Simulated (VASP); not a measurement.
# In4Ru (P6/mmm) in VASP: further runs

In4Ru is run at these levels: PBE; tasks: single point.

Program: VASP 6.6.1. These are calculated values, not measurements. Logs are shortened: lines on timing, memory, paths and dates and some standing lists are left out, and cuts for length are marked.

## 1. The cell of the first run

Symmetry: P6/mmm, No. 191, hexagonal system. Conventional cell: a = 4.789 Å, b = 4.789 Å, c = 6.043 Å, α = 90.00°, β = 90.00°, γ = 120.00°. In (site symmetry 3m) has 5 In at 2.76 to 3.08 Å and 3 Ru at 3.14 Å within 3.6 Å. Within 4.1 Å of Ru (site symmetry 6/mmm) lie 12 In at 3.14 Å.

## 2. Single point, PBE

Contents of INCAR:

```
SYSTEM = In4Ru
ALGO = Normal
EDIFF = 1E-7
ENCUT = 520
GGA = PE
ISIF = 2
ISMEAR = 0
LASPH = .True.
LCHARG = .False.
LREAL = .False.
LWAVE = .False.
NBANDS = 41
NELM = 60
PREC = Accurate
SIGMA = 0.2
```

Contents of KPOINTS:

```
k-points
0
Gamma
  4 4 3
  0 0 0
```

Contents of POSCAR:

```
In4Ru
1.0
    4.7886907142     -0.0000000028      0.0000000000
   -2.3943453547      4.1471278108      0.0000000000
    0.0000000000      0.0000000000      6.0428410687
In Ru
4 1
Direct
    0.3333333333      0.6666666667      0.7547926330
    0.6666666667      0.3333333333      0.7547926330
    0.6666666667      0.3333333333      0.2452073670
    0.3333333333      0.6666666667      0.2452073670
    0.0000000000      0.0000000000      0.0000000000
```

Potentials or basis: VASP PAW PBE potentials, release 64 (In_d, Ru_pv).

Run with:

```console
$ cat potpaw_PBE.64/In_d/POTCAR potpaw_PBE.64/Ru_pv/POTCAR > POTCAR
$ mpirun -np 1 vasp_std > vasp.out
```

OUTCAR:

```text
SYSTEM = In4Ru
   EDIFF = 1E-7
   ENCUT = 520
   GGA = PE
   ISIF = 2
   ISMEAR = 0
   LASPH = .True.
   LREAL = .False.
   NELM = 60
   PREC = Accurate

 ion  position               nearest neighbor table
   1  0.333  0.667  0.755-   2 2.76   2 2.76   2 2.76   4 2.96   4 3.08   5 3.14   5 3.14   5 3.14

   2  0.667  0.333  0.755-   1 2.76   1 2.76   1 2.76   3 2.96   3 3.08   5 3.14   5 3.14   5 3.14

   3  0.667  0.333  0.245-   4 2.76   4 2.76   4 2.76   2 2.96   2 3.08   5 3.14   5 3.14   5 3.14

   4  0.333  0.667  0.245-   3 2.76   3 2.76   3 2.76   1 2.96   1 3.08   5 3.14   5 3.14   5 3.14

   5  0.000  0.000  0.000-   1 3.14   2 3.14   3 3.14   4 3.14   2 3.14   3 3.14   1 3.14   4 3.14
                             2 3.14   3 3.14   1 3.14   4 3.14

  LATTYP: Found a hexagonal cell.
 ALAT       =     4.7886907142
 C/A-ratio  =     1.2618983830

  Lattice vectors:

 A1 = (   4.7886907142,  -0.0000000028,   0.0000000000)
 A2 = (  -2.3943453547,   4.1471278108,   0.0000000000)
 A3 = (   0.0000000000,   0.0000000000,   6.0428410687)

Analysis of symmetry for initial positions (statically):
=====================================================================
 Subroutine PRICEL returns:
 Original cell was already a primitive cell.

 Routine SETGRP: Setting up the symmetry group for a
 hexagonal supercell.

 Subroutine GETGRP returns: Found 24 space group operations
 (whereof 24 operations were pure point group operations)
 out of a pool of 24 trial point group operations.

The static configuration has the point symmetry D_6h.

Analysis of symmetry for dynamics (positions and initial velocities):
=====================================================================
 Subroutine PRICEL returns:
 Original cell was already a primitive cell.

 Routine SETGRP: Setting up the symmetry group for a
 hexagonal supercell.

 Subroutine GETGRP returns: Found 24 space group operations
 (whereof 24 operations were pure point group operations)
 out of a pool of 24 trial point group operations.

The dynamic configuration has the point symmetry D_6h.

 Subroutine INISYM returns: Found 24 space group operations
 (whereof 24 operations are pure point group operations),
 and found     1 'primitive' translations

----------------------------------------------------------------------------------------

                                     Primitive cell

  volume of cell :     120.0067

  direct lattice vectors                    reciprocal lattice vectors
     4.788690714 -0.000000003  0.000000000     0.208825347  0.120565370  0.000000000
    -2.394345355  4.147127811  0.000000000     0.000000000  0.241130741  0.000000000
     0.000000000  0.000000000  6.042841069     0.000000000  0.000000000  0.165485074

  length of vectors
     4.788690714  4.788690714  6.042841069     0.241130741  0.241130741  0.165485074

  position of ions in fractional coordinates (direct lattice)
     0.333333333  0.666666667  0.754792633
     0.666666667  0.333333333  0.754792633
     0.666666667  0.333333333  0.245207367
     0.333333333  0.666666667  0.245207367
     0.000000000  0.000000000  0.000000000

  ion indices of the primitive-cell ions
   primitive index   ion index
                 1           1
                 2           2
                 3           3
                 4           4
                 5           5

----------------------------------------------------------------------------------------

 KPOINTS: k-points

Automatic generation of k-mesh.
 Grid dimensions read from file:
 generate k-points for:    4    4    3

 Generating k-lattice:

  Cartesian coordinates                     Fractional coordinates (reciprocal lattice)
     0.052206337  0.030141343  0.000000000     0.250000000  0.000000000  0.000000000
     0.000000000  0.060282685  0.000000000    -0.000000000  0.250000000  0.000000000
     0.000000000  0.000000000  0.055161691     0.000000000  0.000000000  0.333333333

  Length of vectors
     0.060282685  0.060282685  0.055161691

  Shift w.r.t. Gamma in fractional coordinates (k-lattice)
     0.000000000  0.000000000  0.000000000

 Subroutine IBZKPT returns following result:
 ===========================================

 Found      8 irreducible k-points:

 Following reciprocal coordinates:
            Coordinates               Weight
  0.000000  0.000000  0.000000      1.000000
  0.250000  0.000000  0.000000      6.000000
  0.500000  0.000000  0.000000      3.000000
  0.250000  0.250000  0.000000      6.000000
  0.000000  0.000000  0.333333      2.000000
  0.250000  0.000000  0.333333     12.000000
  0.500000  0.000000  0.333333      6.000000
  0.250000  0.250000  0.333333     12.000000
   k-points           NKPTS =      8   k-points in BZ     NKDIM =      8   number of bands    NBANDS=     41
   number of dos      NEDOS =    301   number of ions     NIONS =      5
   total plane-waves  NPLWV =  62208
   dimension x,y,z NGX =    36 NGY =   36 NGZ =   48
   dimension x,y,z NGXF=    72 NGYF=   72 NGZF=   96
   ions per type =               4   1
   NGX,Y,Z   is equivalent  to a cutoff of  12.50, 12.50, 13.21 a.u.
   NGXF,Y,Z  is equivalent  to a cutoff of  25.00, 25.00, 26.41 a.u.
 SYSTEM =  In4Ru
   PREC   = accura    normal or accurate (medium, high low for compatibility)
   ISTART =      0    job   : 0-new  1-cont  2-samecut
   ICHARG =      2    charge: 1-file 2-atom 10-const
   ISPIN  =      1    spin polarized calculation?
   LNONCOLLINEAR =      F non collinear calculations
   LSORBIT =      F    spin-orbit coupling
   LASPH  =      T    aspherical Exc in radial PAW
   ENCUT  =  520.0 eV  38.22 Ry    6.18 a.u.   8.90  8.90 11.24*2*pi/ulx,y,z
   NELM   =     60;   NELMIN=  2; NELMDL= -5     # of ELM steps
   EDIFF  = 0.1E-06   stopping-criterion for ELM
   LREAL  =      F    real-space projection
   EDIFFG = 0.1E-05   stopping-criterion for IOM
   NSW    =      0    number of steps for IOM
   IBRION =     -1    ionic relax: 0-MD 1-quasi-New 2-CG
   NFREE  =      0    steps in history (QN), initial steepest desc. (CG)
   ISIF   =      2    stress and relaxation
   ISYM   =      2    0-nonsym 1-usesym 2-fastsym
   POTIM  = 0.5000    time-step for ionic-motion
   TEBEG  =    0.0;   TEEND  =   0.0 temperature during run
   PSTRESS=    0.0 pullay stress
   NELECT =      66.0000    total number of electrons
   NUPDOWN=      -1.0000    fix difference up-down
   EMIN   =  10.00;   EMAX   =-10.00  energy-range for DOS
   EFERMI =   0.00;   METHOD = LEGACY
   ISMEAR =     0;   SIGMA  =   0.20  broadening in eV -4-tet -1-fermi 0-gaus
   EFERMI_NEDOS =   21; number of points for ismear=-14 and -15
   IALGO  =     38    algorithm
   IMIX   =      4    mixing-type and parameters
     AMIX     =   0.40;   BMIX     =  1.00
     AMIX_MAG =   1.60;   BMIX_MAG =  1.00
  volume/ion in A,a.u.               =      24.00       161.97
  Fermi-wavevector in a.u.,A,eV,Ry     =   1.341285  2.534661 24.477494  1.799045
  Thomas-Fermi vector in A             =   2.469531
   LORBIT       =      0    0 simple, 1 ext, 2 COOP (PROOUT), +10 PAW based schemes
   GGA     = PE    functional components
   LHFCALC =     F    Hartree Fock is set to
   AEXX    =    0.0000 exact exchange contribution
   IVDW    =     0    specifies the selected vdW correction
   LEPSILON=     F    determine dielectric tensor
   LRPA    =     F    only Hartree local field effects (RPA)
 non-spin polarized calculation
 Gauss-broadening in eV      SIGMA  =   0.20
  energy-cutoff  :      520.00
  volume of cell :      120.01
 maximum number of plane-waves:      3241
 NGX is ok and might be reduce to    36
   NGX = 17   NGY = 17   NGZ = 23

 number of electron      65.9999960 magnetization

 Free energy of the ion-electron system (eV)
  ---------------------------------------------------
  ext. energy  EPLUGINS =         0.00000000
  ---------------------------------------------------
  free energy    TOTEN  =       -17.26437452 eV

  energy without entropy =      -17.22707604  energy(sigma->0) =      -17.24572528

 E-fermi :   7.6461     XC(G=0): -10.5124

 val. band max:        7.4683320847   @ k =   0.2500   0.0000   0.0000
 cond. band min:       7.7877623132   @ k =   0.2500   0.0000   0.3333
 fundamental gap:      0.3194302285
 Fermi energy:         7.6461008769

 k-point     1 :       0.0000    0.0000    0.0000
  band No.  band energies     occupation
      1     -34.1193      2.00000
      2     -34.1193      2.00000
      3     -34.0879      2.00000
      4      -7.6600      2.00000
      5      -7.3705      2.00000
      6      -7.3705      2.00000
[... 33 lines left out ...]
     40      11.3592      0.00000
     41      12.3166      0.00000

 k-point     2 :       0.2500    0.0000    0.0000
  band No.  band energies     occupation
      1     -34.1197      2.00000
      2     -34.1194      2.00000
      3     -34.0879      2.00000
      4      -7.6329      2.00000
      5      -7.4380      2.00000
      6      -7.4016      2.00000
[... 33 lines left out ...]
     40      12.3846      0.00000
     41      13.4146      0.00000

 k-point     3 :       0.5000    0.0000    0.0000
  band No.  band energies     occupation
      1     -34.1200      2.00000
      2     -34.1195      2.00000
      3     -34.0878      2.00000
      4      -7.5844      2.00000
      5      -7.5596      2.00000
      6      -7.4884      2.00000
[... 33 lines left out ...]
     40      13.1305      0.00000
     41      15.1387      0.00000

 k-point     4 :       0.2500    0.2500    0.0000
  band No.  band energies     occupation
      1     -34.1199      2.00000
      2     -34.1196      2.00000
      3     -34.0878      2.00000
      4      -7.6095      2.00000
      5      -7.5414      2.00000
      6      -7.5284      2.00000
[... 33 lines left out ...]
     40      14.3142      0.00000
     41      14.7089      0.00000

 k-point     5 :       0.0000    0.0000    0.3333
  band No.  band energies     occupation
      1     -34.1193      2.00000
      2     -34.1193      2.00000
      3     -34.0879      2.00000
      4      -7.5324      2.00000
      5      -7.3040      2.00000
      6      -7.3040      2.00000
[... 33 lines left out ...]
     40      11.1972      0.00000
     41      12.6886      0.00000

 k-point     6 :       0.2500    0.0000    0.3333
  band No.  band energies     occupation
      1     -34.1197      2.00000
      2     -34.1194      2.00000
      3     -34.0879      2.00000
      4      -7.5200      2.00000
      5      -7.3926      2.00000
      6      -7.3887      2.00000
[... 33 lines left out ...]
     40      12.1264      0.00000
     41      13.0822      0.00000

 k-point     7 :       0.5000    0.0000    0.3333
  band No.  band energies     occupation
      1     -34.1200      2.00000
      2     -34.1195      2.00000
      3     -34.0878      2.00000
      4      -7.5396      2.00000
      5      -7.4784      2.00000
      6      -7.4751      2.00000
[... 33 lines left out ...]
     40      14.1367      0.00000
     41      15.0830      0.00000

 k-point     8 :       0.2500    0.2500    0.3333
  band No.  band energies     occupation
      1     -34.1199      2.00000
      2     -34.1196      2.00000
      3     -34.0878      2.00000
      4      -7.5783      2.00000
      5      -7.5428      2.00000
      6      -7.4474      2.00000
[... 33 lines left out ...]
     40      12.8819      0.00000
     41      12.9391      0.00000

------------------------ aborting loop because EDIFF is reached ----------------------------------------

  FORCE on cell =-STRESS in cart. coord.  units (eV):
  Direction    XX          YY          ZZ          XY          YZ          ZX
  --------------------------------------------------------------------------------------
  -------------------------------------------------------------------------------------
  Total        0.1231823      0.1231823      0.3387002     -0.0000000     -0.0000000      0.0000000
  in kB        1.6445747      1.6445747      4.5218971     -0.0000000     -0.0000000      0.0000000
  external PRESSURE =       2.6036822 kB  Pullay stress =       0.0000000 kB

 VOLUME and BASIS-vectors are now :
 -----------------------------------------------------------------------------
  energy-cutoff  :      520.00
  volume of cell :      120.01
      direct lattice vectors                 reciprocal lattice vectors
     4.788690714 -0.000000003  0.000000000     0.208825347  0.120565370  0.000000000
    -2.394345355  4.147127811  0.000000000     0.000000000  0.241130741  0.000000000
     0.000000000  0.000000000  6.042841069     0.000000000  0.000000000  0.165485074

 POSITION                                       TOTAL-FORCE (eV/Angst)
 -----------------------------------------------------------------------------------
      0.00000      2.76475      4.56109        -0.000000      0.000000     -0.028485
      2.39435      1.38238      4.56109         0.000000     -0.000000     -0.028485
      2.39435      1.38238      1.48175         0.000000     -0.000000      0.028485
      0.00000      2.76475      1.48175        -0.000000      0.000000      0.028485
      0.00000      0.00000      0.00000         0.000000      0.000000      0.000000
 -----------------------------------------------------------------------------------
    total drift:                               -0.000000      0.000000     -0.000000

  FREE ENERGIE OF THE ION-ELECTRON SYSTEM (eV)
  ---------------------------------------------------
  free  energy   TOTEN  =       -17.2643745236 eV

  energy  without entropy=      -17.2270760449  energy(sigma->0) =      -17.24572528
```

Wall time 41 s (1 thread of AMD EPYC 9R14 (Zen 4), shared host); peak memory 0.21 GiB.

What came out:

- Free energy: -17.2644 eV
- Pressure: 0.3 GPa
- Largest force: 0.028 eV/Å
- Band gap on the k mesh: zero (band 33 reaches 9.18 eV, above the bottom of band 34 at 7.15 eV)

Forces on the atoms (eV/Å):
```
In   0.000  0.000 -0.028
In   0.000  0.000 -0.028
In   0.000  0.000  0.028
In   0.000  0.000  0.028
Ru   0.000  0.000  0.000
```

Caveat: the k points lie up to 0.38 Å⁻¹ apart; spin-orbit coupling is left out, which moves the levels of the heavy elements.

## 3. Single point, PBE

This run uses another cell than the first one, of 34.40 Å³/atom, 1.433 times its volume.

Contents of INCAR:

```
SYSTEM = In4Ru
PREC = Accurate
ENCUT = 520
EDIFF = 1E-6
ISMEAR = 0
SIGMA = 0.2
LREAL = .FALSE.
LASPH = .TRUE.
NELM = 100
ALGO = Fast
ISIF = 2
LWAVE = .FALSE.
LCHARG = .FALSE.
GGA = PE
NBANDS = 41
```

Contents of KPOINTS:

```
regular mesh
0
G
  4 4 3
  0 0 0
```

Contents of POSCAR:

```
In4Ru
1.0
    6.2732957850     -0.0000000039      0.0000000000
   -3.1366478891      5.4328335172      0.0000000000
    0.0000000000      0.0000000000      5.0464692948
In Ru
4 1
Direct
    0.5000000000      0.0000000000      0.0000000000
    0.0000000000      0.5000000000      0.0000000000
    0.5000000000      0.5000000000      0.0000000000
    0.0000000000      0.0000000000      0.0000000000
    0.0000000000      0.0000000000      0.5000000000
```

Potentials or basis: VASP PAW PBE potentials, release 64 (In_d, Ru_pv).

Run with:

```console
$ cat potpaw_PBE.64/In_d/POTCAR potpaw_PBE.64/Ru_pv/POTCAR > POTCAR
$ mpirun -np 1 vasp_std > vasp.out
```

Wall time 66 s (1 thread of AMD EPYC 9R14 (Zen 4), shared host); peak memory 0.27 GiB.

Results (log left out):

```
Free energy            : -14.3173 eV
Pressure               : 0.2 GPa
Band gap on the k mesh : zero (band 33 reaches 4.80 eV, above the bottom of band 34 at 3.86 eV)
```

Stress tensor (GPa, compression positive):
```
 0.43  0.00  0.00
 0.00  0.43  0.00
 0.00  0.00 -0.17
```

Levels at points of the mesh, in eV from the Fermi level:
```
           k point  band 30  band 31  band 32  band 33  band 34  band 35  band 36  band 37
(0.00, 0.00, 0.00)    -2.15    -0.53    -0.53    -0.51     0.05     0.05     0.08     3.18
(0.50, 0.00, 0.00)    -0.58    -0.28    -0.07     0.70     1.24     1.62     1.76     2.28
```

Caveat: the k points lie up to 0.42 Å⁻¹ apart; spin-orbit coupling is left out, which moves the levels of the heavy elements.
